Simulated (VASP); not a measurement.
PbS:

```
Pb S
1.0
     4.08970    0.00000    0.00000
    -2.04485    3.54178    0.00000
     0.00000    0.00000    3.78817
Pb S
1 1
Direct
  0.00000 0.00000 0.00000
  0.66667 0.33333 0.50000
```

```yaml
Program: VASP 6.6.1
Task: relaxation of cell and atoms
Functional: revPBE
Dispersion: D3(BJ)
Potentials_or_basis: VASP PAW PBE potentials, release 64 (Pb_d, S)
Cutoff: 600 eV
k_mesh: 8 × 8 × 7
Occupations: fermi-dirac, width 0.05 eV
Spin: no spin polarisation
```

At the start: pressure -2.3 GPa; volume 27.44 Å³/atom.

Question: How do energy, volume and symmetry change on relaxing?

Answer: Over 6 steps the energy falls by 11.4 meV/atom and the volume is 25.97 Å³/atom (-5.4 %); space group P-6m2 (No. 187, to 0.1 Å) before and after.

The path:
```
step  energy change (eV)  largest force (eV/Å)  pressure (GPa)  volume (Å³)
   1              0.0000                0.0000           -2.34        54.87
   2             -0.0198                0.0000            0.48        51.74
   3             -0.0204                0.0000            0.03        52.18
   4             -0.0223                0.0000           -0.01        52.06
   5             -0.0228                0.0000           -0.04        51.91
   6             -0.0229                0.0000           -0.03        51.93
```

Final structure:
```cif
data_structure
_symmetry_space_group_name_H-M 'P 1'
_symmetry_Int_Tables_number 1
_cell_length_a 3.9870
_cell_length_b 3.9870
_cell_length_c 3.7723
_cell_angle_alpha 90.000
_cell_angle_beta 90.000
_cell_angle_gamma 120.000
_cell_volume 51.93
loop_
_atom_site_label
_atom_site_type_symbol
_atom_site_fract_x
_atom_site_fract_y
_atom_site_fract_z
_atom_site_occupancy
Pb1 Pb 0.00000 0.00000 0.00000 1
S1 S 0.66667 0.33333 0.50000 1
```

Caveat: the PAW data sets were made with another functional, which shifts forces and pressure a little.
